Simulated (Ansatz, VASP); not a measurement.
## One calculation of Sr2Pt2S, two programs

```
CELL_PARAMETERS angstrom
-2.23167 2.90490 4.49672
4.46334 0.00000 0.00000
2.23167 2.90490 -4.49672
ATOMIC_POSITIONS crystal
Pt 0.73034 0.50000 0.73034
Pt 0.26966 0.50000 0.26966
S 0.00000 0.00000 0.00000
Sr 0.69995 0.19995 0.30005
Sr 0.30005 0.80005 0.69995
```

Alike in both runs: task single point; functional r2SCAN; k mesh 8 × 8 × 8; no spin polarisation.

|  | VASP | Ansatz |
| --- | --- | --- |
| version | VASP 6.6.1 | Ansatz 0.2.0 |
| potentials or method | VASP PAW PBE potentials, release 64 (Pt, S, Sr_sv), cutoff 550 eV | PAW plane waves |
| occupations | fermi-dirac, width 0.1 eV | fermi-dirac |
| valence electrons in the cell | 46 | 62 |

```csv
,VASP,Ansatz,Ansatz less VASP
pressure (GPa),-1.4,-1.6,-0.23
"traceless stress, the component that is largest in VASP (GPa)",3.09,3.16,+0.063
rms of the force components (eV/Å),0.083,0.080,-0.0021
```

VASP's potentials were made for PBE, not for r2SCAN. Atom by atom the forces differ by 0.007 eV/Å (rms over components). VASP's potentials hold 46 valence electrons a cell and Ansatz's 62, so a difference there can come from the potentials and not from the codes.

Spin-orbit coupling is off throughout.
